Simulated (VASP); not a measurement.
Here is a VASP 6.6.1 calculation.

INCAR

```
ALGO = Normal
EDIFF = 1E-7
ENCUT = 520
GGA = PS
ISIF = 2
ISMEAR = 0
LASPH = True
LCHARG = False
LREAL = False
LWAVE = False
NBANDS = 38
NELM = 80
PREC = Accurate
SIGMA = 0.15
```

File KPOINTS:

```
k-points
0
Gamma
  12 12 6
```

Contents of POSCAR:

```
TaSi2
1.0
    4.7608595319      0.0000000000      0.0000000000
   -2.3804297659      4.1230252985      0.0000000000
    0.0000000000      0.0000000000      6.5557841497
Ta Si
3 6
Direct
    0.5045476316      0.0090952631      0.5000000000
    0.5045476316      0.4954523684      0.8333333333
   -0.0090952631      0.4954523684      0.1666666667
    0.1627116378      0.3254232757      0.5000000000
    0.8441765518      0.1558234482      0.8333333333
    0.6745767243      0.8372883622      0.1666666667
    0.8441765518      0.6883531037      0.5000000000
    0.1627116378      0.8372883622      0.8333333333
    0.3116468963      0.1558234482      0.1666666667
```

Potentials or basis: VASP PAW PBE potentials, release 64 (Ta_pv, Si).

Command:

```sh
$ cat potpaw_PBE.64/Ta_pv/POTCAR potpaw_PBE.64/Si/POTCAR > POTCAR
$ mpirun -np 1 vasp_std > vasp.out
```

**Question.** Predict the largest force.

**Answer.** 0.286 eV/Å.

**Question.** Estimate the band gap on the k mesh.

**Answer.** Zero (an odd number of electrons rules out a gap without spin polarisation).

**Question.** Estimate the pressure.

**Answer.** 0.4 GPa.

Stress tensor (GPa, compression positive):
```
0.31 0.00 0.00
0.00 0.31 0.00
0.00 0.00 0.48
```

Caveat: the cell differs from its parent crystal (atoms displaced along a vibrational mode); the PAW data sets were made with another functional, which shifts forces and pressure a little; spin-orbit coupling is left out, which moves the levels of the heavy elements.
